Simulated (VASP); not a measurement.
# NaWSe3 (Cmmm) in VASP: a series of runs

NaWSe3 is run at these levels: PBE; tasks: single point.

Program: VASP 6.6.1. These are calculated values, not measurements. Logs are shortened: lines on timing, memory, paths and dates and some standing lists are left out, and cuts for length are marked.

## Step 1: The cell of the first run

It takes space group Cmmm (No. 65, orthorhombic). The conventional cell has a = 5.601 Å, b = 7.127 Å, c = 5.912 Å, α = 90.00°, β = 90.00°, γ = 90.00°. Within 3.7 Å of Na (site symmetry mmm) lie 8 Se at 2.80 to 3.56 Å. W (site symmetry mmm) has 8 Se at 2.43 to 3.02 Å within 3.2 Å. Within 3.0 Å of Se (site symmetry m2m) lie 1 Se at 2.27 Å and 1 W at 2.43 Å. Se (site symmetry mmm) has 4 Na at 2.80 to 3.56 Å and 2 W at 2.96 Å within 3.7 Å.

## Step 2: Single point, PBE

INCAR reads:

```
SYSTEM = NaWSe3
PREC     = Accurate       ! precision mode
ENCUT    = 520            ! plane-wave cutoff, eV
EDIFF    = 1E-6           ! SCF threshold, eV
ISMEAR   = 0              ! smearing method
SIGMA    = 0.1            ! smearing width, eV
LREAL    = .False.        ! projectors in reciprocal space
LASPH    = .True.         ! aspherical terms in the spheres
NELM     = 80             ! most SCF steps
ALGO     = Normal         ! electronic algorithm
ISIF     = 2              ! what is computed and relaxed
LWAVE    = .False.        ! write WAVECAR
LCHARG   = .False.        ! write CHGCAR
GGA      = PE             ! functional
NBANDS   = 28             ! bands
```

KPOINTS reads:

```
regular mesh
0
Gamma
  4 4 4
  0 0 0
```

POSCAR reads:

```
NaWSe3
1.0
    2.8002823900     -3.5636141500      0.0000000000
    2.8002823900      3.5636141500      0.0000000000
    0.0000000000      0.0000000000      5.9118093400
Na W Se
1 1 3
Direct
    0.5000000000      0.5000000000      0.5000000000
    0.0000000000      0.0000000000      0.0000000000
    0.6592951400      0.3407048600      0.0000000000
    0.3407048600      0.6592951400      0.0000000000
    0.0000000000      0.0000000000      0.5000000000
```

Potentials or basis: VASP PAW PBE potentials, release 64 (Na_pv, W_sv, Se).

Run with:

```sh
> cat potpaw_PBE.64/Na_pv/POTCAR potpaw_PBE.64/W_sv/POTCAR potpaw_PBE.64/Se/POTCAR > POTCAR
> mpirun -np 1 vasp_std > vasp.out
```

OUTCAR:

```text
SYSTEM = NaWSe3
   PREC = Accurate
   ENCUT = 520
   EDIFF = 1E-6
   ISMEAR = 0
   LREAL = .False.
   LASPH = .True.
   NELM = 80
   ISIF = 2
   GGA = PE

 ion  position               nearest neighbor table
   1  0.500  0.500  0.500-
   2  0.000  0.000  0.000-   3 2.43   4 2.43   5 2.96   5 2.96   3 3.02   4 3.02   3 3.02   4 3.02

   3  0.659  0.341  0.000-   4 2.27   2 2.43   2 3.02   2 3.02
   4  0.341  0.659  0.000-   3 2.27   2 2.43   2 3.02   2 3.02
   5  0.000  0.000  0.500-   2 2.96   2 2.96

  LATTYP: Found a base centered orthorhombic cell.
 ALAT       =     5.6005647800
 B/A-ratio  =     1.2725909939
 C/A-ratio  =     1.0555737809

  Lattice vectors:

 A1 = (   2.8002823900,  -3.5636141500,   0.0000000000)
 A2 = (   2.8002823900,   3.5636141500,   0.0000000000)
 A3 = (   0.0000000000,   0.0000000000,   5.9118093400)

Analysis of symmetry for initial positions (statically):
=====================================================================
 Subroutine PRICEL returns:
 Original cell was already a primitive cell.

 Routine SETGRP: Setting up the symmetry group for a
 base centered orthorhombic supercell.

 Subroutine GETGRP returns: Found  8 space group operations
 (whereof  8 operations were pure point group operations)
 out of a pool of  8 trial point group operations.

The static configuration has the point symmetry D_2h.

Analysis of symmetry for dynamics (positions and initial velocities):
=====================================================================
 Subroutine PRICEL returns:
 Original cell was already a primitive cell.

 Routine SETGRP: Setting up the symmetry group for a
 base centered orthorhombic supercell.

 Subroutine GETGRP returns: Found  8 space group operations
 (whereof  8 operations were pure point group operations)
 out of a pool of  8 trial point group operations.

The dynamic configuration has the point symmetry D_2h.

 Subroutine INISYM returns: Found  8 space group operations
 (whereof  8 operations are pure point group operations),
 and found     1 'primitive' translations

----------------------------------------------------------------------------------------

                                     Primitive cell

  volume of cell :     117.9894

  direct lattice vectors                    reciprocal lattice vectors
     2.800282390 -3.563614150  0.000000000     0.178553421 -0.140306997  0.000000000
     2.800282390  3.563614150  0.000000000     0.178553421  0.140306997  0.000000000
     0.000000000  0.000000000  5.911809340     0.000000000  0.000000000  0.169152952

  length of vectors
     4.532209977  4.532209977  5.911809340     0.227084516  0.227084516  0.169152952

  position of ions in fractional coordinates (direct lattice)
     0.500000000  0.500000000  0.500000000
     0.000000000  0.000000000  0.000000000
     0.659295140  0.340704860  0.000000000
     0.340704860  0.659295140  0.000000000
     0.000000000  0.000000000  0.500000000

  ion indices of the primitive-cell ions
   primitive index   ion index
                 1           1
                 2           2
                 3           3
                 4           4
                 5           5

----------------------------------------------------------------------------------------

 KPOINTS: regular mesh

Automatic generation of k-mesh.
 Grid dimensions read from file:
 generate k-points for:    4    4    4

 Generating k-lattice:

  Cartesian coordinates                     Fractional coordinates (reciprocal lattice)
     0.044638355 -0.035076749  0.000000000     0.250000000  0.000000000  0.000000000
     0.044638355  0.035076749  0.000000000     0.000000000  0.250000000  0.000000000
     0.000000000  0.000000000  0.042288238     0.000000000  0.000000000  0.250000000

  Length of vectors
     0.056771129  0.056771129  0.042288238

  Shift w.r.t. Gamma in fractional coordinates (k-lattice)
     0.000000000  0.000000000  0.000000000

 Subroutine IBZKPT returns following result:
 ===========================================

 Found     21 irreducible k-points:

 Following reciprocal coordinates:
            Coordinates               Weight
  0.000000  0.000000  0.000000      1.000000
  0.250000  0.000000  0.000000      4.000000
  0.500000  0.000000  0.000000      2.000000
  0.250000  0.250000  0.000000      2.000000
  0.500000  0.250000  0.000000      4.000000
 -0.250000  0.250000  0.000000      2.000000
[... 13 lines left out ...]
 -0.250000  0.250000  0.500000      2.000000
  0.500000  0.500000  0.500000      1.000000
   k-points           NKPTS =     21   k-points in BZ     NKDIM =     21   number of bands    NBANDS=     28
   number of dos      NEDOS =    301   number of ions     NIONS =      5
   total plane-waves  NPLWV =  62208
   dimension x,y,z NGX =    36 NGY =   36 NGZ =   48
   dimension x,y,z NGXF=    72 NGYF=   72 NGZF=   96
   ions per type =               1   1   3
   NGX,Y,Z   is equivalent  to a cutoff of  13.21, 13.21, 13.50 a.u.
   NGXF,Y,Z  is equivalent  to a cutoff of  26.41, 26.41, 27.00 a.u.
 SYSTEM =  NaWSe3
   PREC   = accura    normal or accurate (medium, high low for compatibility)
   ISTART =      0    job   : 0-new  1-cont  2-samecut
   ICHARG =      2    charge: 1-file 2-atom 10-const
   ISPIN  =      1    spin polarized calculation?
   LNONCOLLINEAR =      F non collinear calculations
   LSORBIT =      F    spin-orbit coupling
   LASPH  =      T    aspherical Exc in radial PAW
   ENCUT  =  520.0 eV  38.22 Ry    6.18 a.u.   8.43  8.43 10.99*2*pi/ulx,y,z
   NELM   =     80;   NELMIN=  2; NELMDL= -5     # of ELM steps
   EDIFF  = 0.1E-05   stopping-criterion for ELM
   LREAL  =      F    real-space projection
   EDIFFG = 0.1E-04   stopping-criterion for IOM
   NSW    =      0    number of steps for IOM
   IBRION =     -1    ionic relax: 0-MD 1-quasi-New 2-CG
   NFREE  =      0    steps in history (QN), initial steepest desc. (CG)
   ISIF   =      2    stress and relaxation
   ISYM   =      2    0-nonsym 1-usesym 2-fastsym
   POTIM  = 0.5000    time-step for ionic-motion
   TEBEG  =    0.0;   TEEND  =   0.0 temperature during run
   PSTRESS=    0.0 pullay stress
   NELECT =      39.0000    total number of electrons
   NUPDOWN=      -1.0000    fix difference up-down
   EMIN   =  10.00;   EMAX   =-10.00  energy-range for DOS
   EFERMI =   0.00;   METHOD = LEGACY
   ISMEAR =     0;   SIGMA  =   0.10  broadening in eV -4-tet -1-fermi 0-gaus
   EFERMI_NEDOS =   21; number of points for ismear=-14 and -15
   IALGO  =     38    algorithm
   IMIX   =      4    mixing-type and parameters
     AMIX     =   0.40;   BMIX     =  1.00
     AMIX_MAG =   1.60;   BMIX_MAG =  1.00
  volume/ion in A,a.u.               =      23.60       159.25
  Fermi-wavevector in a.u.,A,eV,Ry     =   1.131919  2.139017 17.432340  1.281241
  Thomas-Fermi vector in A             =   2.268619
   LORBIT       =      0    0 simple, 1 ext, 2 COOP (PROOUT), +10 PAW based schemes
   GGA     = PE    functional components
   LHFCALC =     F    Hartree Fock is set to
   AEXX    =    0.0000 exact exchange contribution
   IVDW    =     0    specifies the selected vdW correction
   LEPSILON=     F    determine dielectric tensor
   LRPA    =     F    only Hartree local field effects (RPA)
 non-spin polarized calculation
 Gauss-broadening in eV      SIGMA  =   0.10
  energy-cutoff  :      520.00
  volume of cell :      117.99
 maximum number of plane-waves:      3198
 NGX is ok and might be reduce to    36
   NGX = 17   NGY = 17   NGZ = 21

 number of electron      39.0000013 magnetization

 Free energy of the ion-electron system (eV)
  ---------------------------------------------------
  ext. energy  EPLUGINS =         0.00000000
  ---------------------------------------------------
  free energy    TOTEN  =       -22.48592278 eV

  energy without entropy =      -22.42618351  energy(sigma->0) =      -22.45605315

 E-fermi :   3.8033     XC(G=0):  -9.4484

 val. band max:        3.7915339362   @ k =  -0.2500   0.2500   0.2500
 cond. band min:       3.8100061094   @ k =   0.5000   0.2500   0.5000
 fundamental gap:      0.0184721732
 Fermi energy:         3.8032525861

 k-point     1 :       0.0000    0.0000    0.0000
  band No.  band energies     occupation
      1     -70.8924      2.00000
      2     -35.1484      2.00000
      3     -35.0501      2.00000
      4     -35.0123      2.00000
      5     -19.8438      2.00000
      6     -19.8034      2.00000
[... 20 lines left out ...]
     27      10.1394      0.00000
     28      10.6181      0.00000

 k-point     2 :       0.2500    0.0000    0.0000
  band No.  band energies     occupation
      1     -70.8924      2.00000
      2     -35.1483      2.00000
      3     -35.0519      2.00000
      4     -35.0131      2.00000
      5     -19.8437      2.00000
      6     -19.8041      2.00000
[... 20 lines left out ...]
     27      10.0954      0.00000
     28      10.7678      0.00000

 k-point     3 :       0.5000    0.0000    0.0000
  band No.  band energies     occupation
      1     -70.8924      2.00000
      2     -35.1482      2.00000
      3     -35.0537      2.00000
      4     -35.0139      2.00000
      5     -19.8436      2.00000
      6     -19.8049      2.00000
[... 20 lines left out ...]
     27      10.0635      0.00000
     28      10.5148      0.00000

 k-point     4 :       0.2500    0.2500    0.0000
  band No.  band energies     occupation
      1     -70.8924      2.00000
      2     -35.1482      2.00000
      3     -35.0535      2.00000
      4     -35.0141      2.00000
      5     -19.8436      2.00000
      6     -19.8047      2.00000
[... 485 lines left out ...]
     27      10.0354      0.00000
     28      10.4608      0.00000

 k-point    20 :      -0.2500    0.2500    0.5000
  band No.  band energies     occupation
      1     -70.8924      2.00000
      2     -35.1483      2.00000
      3     -35.0535      2.00000
      4     -35.0137      2.00000
      5     -19.8448      2.00000
      6     -19.8047      2.00000
[... 20 lines left out ...]
     27       9.9088      0.00000
     28      10.2733      0.00000

 k-point    21 :       0.5000    0.5000    0.5000
  band No.  band energies     occupation
      1     -70.8924      2.00000
      2     -35.1481      2.00000
      3     -35.0568      2.00000
      4     -35.0151      2.00000
      5     -19.8445      2.00000
      6     -19.8060      2.00000
[... 20 lines left out ...]
     27       9.6275      0.00000
     28       9.6686      0.00000

------------------------ aborting loop because EDIFF is reached ----------------------------------------

  FORCE on cell =-STRESS in cart. coord.  units (eV):
  Direction    XX          YY          ZZ          XY          YZ          ZX
  --------------------------------------------------------------------------------------
  -------------------------------------------------------------------------------------
  Total       -4.7972733     15.9402222     -7.0924752     -0.0000000      0.0000000      0.0000000
  in kB      -65.1421552    216.4522145    -96.3086933     -0.0000000      0.0000000      0.0000000
  external PRESSURE =      18.3337887 kB  Pullay stress =       0.0000000 kB

 VOLUME and BASIS-vectors are now :
 -----------------------------------------------------------------------------
  energy-cutoff  :      520.00
  volume of cell :      117.99
      direct lattice vectors                 reciprocal lattice vectors
     2.800282390 -3.563614150  0.000000000     0.178553421 -0.140306997  0.000000000
     2.800282390  3.563614150  0.000000000     0.178553421  0.140306997  0.000000000
     0.000000000  0.000000000  5.911809340     0.000000000  0.000000000  0.169152952

 POSITION                                       TOTAL-FORCE (eV/Angst)
 -----------------------------------------------------------------------------------
      2.80028      0.00000      2.95590         0.000000      0.000000      0.000000
      0.00000      0.00000      0.00000        -0.000000      0.000000      0.000000
      2.80028     -1.13533      0.00000        -0.000000     -3.148043      0.000000
      2.80028      1.13533      0.00000        -0.000000      3.148043      0.000000
      0.00000      0.00000      2.95590        -0.000000      0.000000      0.000000
 -----------------------------------------------------------------------------------
    total drift:                                0.000000      0.000000      0.000000

  FREE ENERGIE OF THE ION-ELECTRON SYSTEM (eV)
  ---------------------------------------------------
  free  energy   TOTEN  =       -22.4859227844 eV

  energy  without entropy=      -22.4261835149  energy(sigma->0) =      -22.45605315
```

Wall time 38 s (1 thread of AMD EPYC 9R45 (Zen 5), shared host); peak memory 0.24 GiB.

Results:

| Item | Value |
| --- | --- |
| Free energy | -22.4859 eV |
| Pressure | 1.8 GPa |
| Largest force | 3.148 eV/Å |

Forces in eV/Å, atoms in the order of the input:
```
Na   0.000  0.000  0.000
W    0.000  0.000  0.000
Se   0.000 -3.148  0.000
Se   0.000  3.148  0.000
Se   0.000  0.000  0.000
```

Stress tensor (GPa, compression positive):
```
-6.51  0.00  0.00
 0.00 21.65  0.00
 0.00  0.00 -9.63
```

Levels at points of the mesh, in eV from the Fermi level:
```
           k point  band 15  band 16  band 17  band 18  band 19  band 20  band 21  band 22  band 23  band 24
(0.00, 0.00, 0.00)    -1.90    -1.44    -1.13    -0.92    -0.53    -0.16    -0.03     1.03     1.05     2.71
(0.50, 0.00, 0.00)    -2.43    -2.34    -1.16    -0.89    -0.72    -0.70    -0.39     0.06     0.55     3.76
(0.50, 0.50, 0.00)    -2.29    -1.95    -1.76    -0.97    -0.68     0.06     0.17     1.66     1.71     2.17
(0.00, 0.00, 0.50)    -2.79    -2.39    -1.97    -0.12    -0.03     0.50     0.73     1.13     3.10     3.45
(0.50, 0.00, 0.50)    -2.29    -1.94    -1.71    -1.33    -1.20    -0.37     0.47     0.65     3.11     4.36
(0.50, 0.50, 0.50)    -3.53    -2.60    -0.72    -0.68     0.17     0.24     1.62     1.71     2.08     3.43
```

Caveat: spin-orbit coupling is left out, which moves the levels of the heavy elements; forces of over 1 eV/Å act on the atoms, so gaps and moduli don't describe the material at rest.

## Step 3: Single point, PBE, collinear spin, zero start

This run uses another cell than the first one, of 21.45 Å³/atom, 0.909 times its volume.

INCAR reads:

```
  ALGO = Normal
  EDIFF = 1E-6
  ENCUT = 520
  GGA = PE
  ISIF = 2
  ISMEAR = 0
  ISPIN = 2
  LASPH = T
  LCHARG = F
  LMAXMIX = 4
  LORBIT = 11
  LREAL = F
  LWAVE = F
  MAGMOM = 0 0 0 0 0
  NBANDS = 32
  NELM = 150
  PREC = Accurate
  SIGMA = 0.1
```

KPOINTS reads:

```
k-points
0
Gamma
  4 4 4
```

POSCAR reads:

```
NaWSe3
1.0
    2.6313459056     -4.1386028499      0.0000000000
    2.6313459056      4.1386028499      0.0000000000
    0.0000000000      0.0000000000      4.9241641600
Na W Se
1 1 3
Direct
    0.5000000000      0.5000000000      0.5000000000
    0.0000000000      0.0000000000      0.0000000000
    0.6777244127      0.3222755873      0.0000000000
    0.3222755873      0.6777244127      0.0000000000
    0.0000000000      0.0000000000      0.5000000000
```

Potentials or basis: VASP PAW PBE potentials, release 64 (Na_pv, W_sv, Se).

Run with:

```sh
> cat potpaw_PBE.64/Na_pv/POTCAR potpaw_PBE.64/W_sv/POTCAR potpaw_PBE.64/Se/POTCAR > POTCAR
> mpirun -np 1 vasp_std > vasp.out
```

It took 76 s on 1 thread of AMD EPYC 9R45 (Zen 5), shared host; peak memory 0.29 GiB.

Results (log left out):

```yaml
Free_energy: -25.1506 eV
Pressure: 0.3 GPa
Largest_force: 0.006 eV/Å
Net_moment: 0.00 μB per cell
Valence_electrons_inside_the_program's_atomic_spheres: Na 6.08; W 11.69; Se 3.80, 3.94
```

Forces in eV/Å, atoms in the order of the input:
```
Na   0.000  0.000  0.000
W    0.000  0.000  0.000
Se   0.000  0.006  0.000
Se   0.000 -0.006  0.000
Se   0.000  0.000  0.000
```

Stress tensor (GPa, compression positive):
```
0.24 0.00 0.00
0.00 0.42 0.00
0.00 0.00 0.18
```

Levels at points of the mesh, in eV from the Fermi level:
Spin up:
```tsv
k point	band 15	band 16	band 17	band 18	band 19	band 20	band 21	band 22	band 23	band 24
(0.00, 0.00, 0.00)	-2.99	-1.54	-1.52	-1.30	-0.37	-0.14	-0.03	0.23	1.62	2.13
(0.50, 0.00, 0.00)	-3.25	-2.69	-1.92	-1.37	-1.21	-0.50	-0.30	0.36	0.84	3.33
(0.50, 0.50, 0.00)	-2.79	-2.36	-1.54	-1.45	-1.44	-0.09	0.23	0.53	0.87	3.03
(0.00, 0.00, 0.50)	-3.61	-3.56	-1.64	-1.01	-0.62	0.71	1.28	1.47	2.15	2.62
(0.50, 0.00, 0.50)	-3.83	-2.67	-2.04	-0.96	-0.66	-0.28	1.09	1.34	2.94	4.85
(0.50, 0.50, 0.50)	-4.08	-2.17	-1.50	-0.54	-0.30	0.26	1.16	1.22	3.05	3.65
```
Spin down:
```csv
k point,band 15,band 16,band 17,band 18,band 19,band 20,band 21,band 22,band 23,band 24
"(0.00, 0.00, 0.00)",-2.99,-1.54,-1.52,-1.30,-0.37,-0.14,-0.03,0.23,1.62,2.13
"(0.50, 0.00, 0.00)",-3.25,-2.69,-1.92,-1.37,-1.21,-0.50,-0.30,0.36,0.84,3.33
"(0.50, 0.50, 0.00)",-2.79,-2.36,-1.54,-1.45,-1.44,-0.09,0.23,0.53,0.87,3.03
"(0.00, 0.00, 0.50)",-3.61,-3.56,-1.64,-1.01,-0.62,0.71,1.28,1.47,2.15,2.62
"(0.50, 0.00, 0.50)",-3.83,-2.67,-2.04,-0.96,-0.66,-0.28,1.09,1.34,2.94,4.85
"(0.50, 0.50, 0.50)",-4.08,-2.17,-1.50,-0.54,-0.30,0.26,1.16,1.22,3.05,3.65
```

Caveat: spin-orbit coupling is left out, which moves the levels of the heavy elements.
